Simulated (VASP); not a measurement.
A run of VASP 6.6.1:

The input INCAR:

```
PREC = Accurate
ENCUT = 520
EDIFF = 1E-6
ISMEAR = -1
SIGMA = 0.05
LREAL = F
LASPH = T
NELM = 100
ALGO = Normal
ISIF = 2
LWAVE = F
LCHARG = F
GGA = RP
NBANDS = 20
```

File KPOINTS:

```
Automatic mesh
0
Gamma
  10 10 10
```

Contents of POSCAR:

```
WS2
1.0
    1.5790000000      0.9116360751      6.1633333333
   -1.5790000000      0.9116360751      6.1633333333
    0.0000000000     -1.8232721501      6.1633333333
W S
1 2
Direct
    0.0000000000      0.0000000000      0.0000000000
    0.5810000000      0.5810000000      0.5810000000
    0.7503000000      0.7503000000      0.7503000000
```

Potentials or basis: VASP PAW PBE potentials, release 64 (W_sv, S).

Run with:

```console
$ cat potpaw_PBE.64/W_sv/POTCAR potpaw_PBE.64/S/POTCAR > POTCAR
$ mpirun -np 1 vasp_std > vasp.out
```

Hardware: 1 thread of Intel(R) Xeon(R) 6975P-C (Granite Rapids), on a shared host.

How long does it take, and how much memory?

It took 2.5 min on 1 thread of Intel(R) Xeon(R) 6975P-C (Granite Rapids), with other jobs on the host, peak memory 0.37 GiB. Counts: scf iterations 15, k points 116.
